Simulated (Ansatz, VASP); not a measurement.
# CsCl in VASP and in Ansatz

The input INCAR:

```
PREC = Accurate
ENCUT = 500
EDIFF = 1E-6
ISMEAR = 0
SIGMA = 0.05
LREAL = False
LASPH = True
NELM = 120
ALGO = Normal
ISIF = 2
LWAVE = False
LCHARG = True
LELF = True
LVHAR = True
NBANDS = 15
GGA_COMPAT = False
```

Contents of KPOINTS:

```
Automatic mesh
0
Gamma
  6 6 6
```

The input POSCAR:

```
CsCl
1.0
   -1.4741076284      2.9482152568      2.9482152568
    2.9482152568     -1.4741076284      2.9482152568
    2.9482152568      2.9482152568     -1.4741076284
Cs Cl
1 1
Direct
    0.0000000000      0.0000000000      0.0000000000
    0.5000000000      0.5000000000      0.5000000000
```

Input for Ansatz:

```yaml
crystal:
  lattice:
    - [-1.4741076284, 2.9482152568, 2.9482152568]
    - [2.9482152568, -1.4741076284, 2.9482152568]
    - [2.9482152568, 2.9482152568, -1.4741076284]
  atoms:
    - { symbol: Cs, position: [0.0, 0.0, 0.0] }
    - { symbol: Cl, position: [0.5, 0.5, 0.5] }
basis:
  ecutwfc: 420
kpoints:
  mp_grid: { grid: [6, 6, 6] }
hamiltonian:
  xc: lda
scf:
  occupations: { method: gaussian, width: 0.05 }
output:
  forces: true
  stress: true
  eigenvalues: true
```

Alike in both runs: task single point; functional LDA; k mesh 6 × 6 × 6; occupations gaussian, width 0.05 eV; no spin polarisation.

|  | VASP | Ansatz |
| --- | --- | --- |
| version | VASP 6.6.1 | Ansatz 0.2.0 |
| potentials or method | VASP PAW LDA potentials, release 64 (Cs_sv, Cl), cutoff 500 eV | scalar-relativistic, plane waves, PAW |
| valence electrons in the cell | 16 | 16 |

```tsv
	VASP	Ansatz	Ansatz less VASP
gap on the k mesh at the Fermi level (eV)	4.01	4.01	-0.005
least direct gap on the mesh (eV)	4.03	4.03	-0.007
pressure (GPa)	-3.4	-3.4	+0.02
```

LDA's correlation is that of Perdew and Zunger in VASP and of Perdew and Wang (1992) in Ansatz.

Neither program's run includes spin-orbit coupling.
